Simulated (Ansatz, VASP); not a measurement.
## CO2: VASP beside Ansatz

Contents of POSCAR:

```
CO2
1.0
    2.6359112300     -2.3873781200      0.0000000000
    2.6359112300      2.3873781200      0.0000000000
    0.0000000000      0.0000000000      6.5871749100
C O
2 4
Direct
    0.0000000000      0.0000000000      0.0000000000
    0.5000000000      0.5000000000      0.5000000000
    0.8053605933      0.1946394067      0.8926152722
    0.1946394067      0.8053605933      0.1073847278
    0.6946394067      0.3053605933      0.3926152722
    0.3053605933      0.6946394067      0.6073847278
```

The input INCAR.step1:

```
PREC = Accurate
ENCUT = 520
ISMEAR = -1
SIGMA = 0.01
LREAL = F
LASPH = T
NELM = 60
NBANDS = 25
GGA = PE
ALGO = Normal
EDIFF = 1E-4
LWAVE = T
LCHARG = F
```

File INCAR.step2:

```
PREC = Accurate
ENCUT = 520
EDIFF = 1E-8
ISMEAR = -1
SIGMA = 0.01
LREAL = F
LASPH = T
NELM = 60
ALGO = Normal
ISIF = 2
LWAVE = F
LCHARG = F
METAGGA = R2SCAN
LMIXTAU = T
LEFG = T
NBANDS = 25
ISTART = 1
```

The input KPOINTS:

```
regular mesh
0
Gamma
  9 9 5
```

Input for Ansatz:

```yaml
crystal:
  lattice:
    - [2.63591123, -2.38737812, 0.0]
    - [2.63591123, 2.38737812, 0.0]
    - [0.0, 0.0, 6.58717491]
  atoms:
    - { symbol: C, position: [0.0, 0.0, 0.0] }
    - { symbol: C, position: [0.5, 0.5, 0.5] }
    - { symbol: O, position: [0.8053605933, 0.1946394067, 0.8926152722] }
    - { symbol: O, position: [0.1946394067, 0.8053605933, 0.1073847278] }
    - { symbol: O, position: [0.6946394067, 0.3053605933, 0.3926152722] }
    - { symbol: O, position: [0.3053605933, 0.6946394067, 0.6073847278] }
kpoints:
  mp_grid: { grid: [9, 9, 5] }
scf:
  occupations: { method: fermi_dirac, width: 0.01 }
hamiltonian:
  xc: r2scan
  pseudopotentials: { kind: paw }
output:
  forces: true
  stress: true
  populations: true
  efg: { quadrupole_moments_barn: { O: -0.02558 }, contact_densities: true }
```

Alike in both runs: task electric field gradients; functional r2SCAN; k mesh 9 × 9 × 5; occupations fermi-dirac, width 0.01 eV; no spin polarisation.

|  | VASP | Ansatz |
| --- | --- | --- |
| version | VASP 6.6.1 | Ansatz 0.2.0 |
| potentials or method | VASP PAW PBE potentials, release 64 (C, O) | plane-wave PAW, scalar-relativistic |
| plane-wave cutoff (eV) | 520 | 500 |
| valence electrons in the cell | 32 | 32 |

```csv
,VASP,Ansatz,Ansatz less VASP
gap on the k mesh at the Fermi level (eV),7.22,7.25,+0.026
pressure (GPa),0.0,-2.0,-1.91
"traceless stress, the component that is largest in VASP (GPa)",0.41,2.63,+2.219
rms of the force components (eV/Å),0.039,0.392,+0.3535
size of Vzz on the site where it differs most (V/Å²),57.0,35.5,-21.51
```

VASP's potentials were made for PBE, not for r2SCAN. Atom by atom the forces differ by 0.353 eV/Å (rms over components). One of these differences is far larger than is usual between the two programs; its cause wasn't traced. With one functional, cell and mesh, what is left measures potentials, basis and numerics.

Noted on VASP's run: the standard files for N, O and F lose accuracy on very short bonds.
